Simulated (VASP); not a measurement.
Input of a VASP 6.6.1 run:

INCAR

```
PREC = Accurate ; ENCUT = 600
EDIFF = 1E-6 ; ISMEAR = 0
SIGMA = 0.1 ; LREAL = False
LASPH = True ; NELM = 80
ALGO = Normal ; ISIF = 3
LWAVE = False ; LCHARG = False
GGA = PE ; IBRION = 2
NSW = 90 ; EDIFFG = -0.04
```

File KPOINTS:

```
regular mesh
0
Gamma
  6 6 4
```

Contents of POSCAR:

```
TiAl3
1.0
    5.5962691589      0.0000000000      0.0000000000
   -2.7981345795      4.8465112580      0.0000000000
    0.0000000000      0.0000000000      4.6720900896
Ti Al
2 6
Direct
    0.6666666667      0.3333333333      0.2500000000
    0.3333333333      0.6666666667      0.7500000000
    0.1654782973      0.3309565945      0.2500000000
    0.1654782973      0.8345217027      0.2500000000
    0.6690434055      0.8345217027      0.2500000000
    0.3309565945      0.1654782973      0.7500000000
    0.8345217027      0.1654782973      0.7500000000
    0.8345217027      0.6690434055      0.7500000000
```

Potentials or basis: VASP PAW PBE potentials, release 64 (Ti_sv, Al).

Command:

```console
$ cat potpaw_PBE.64/Ti_sv/POTCAR potpaw_PBE.64/Al/POTCAR > POTCAR
$ mpirun -np 1 vasp_std > vasp.out
```

**Question.** Estimate the relaxed volume.

**Answer.** 15.89 Å³/atom.

**Question.** Predict the relaxed cell.

**Answer.** a = 5.565 Å, b = 5.565 Å, c = 4.741 Å, α = 90.00°, β = 90.00°, γ = 120.00°.

**Question.** Estimate the band gap on the k mesh.

**Answer.** Zero (bands 21 and 22 overlap by 1.18 eV).

Forces in eV/Å, atoms in the order of the input:
```
Ti   0.000  0.000  0.000
Ti   0.000  0.000  0.000
Al   0.000  0.018  0.000
Al   0.016 -0.009  0.000
Al  -0.016 -0.009  0.000
Al   0.016  0.009  0.000
Al  -0.016  0.009  0.000
Al   0.000 -0.018  0.000
```
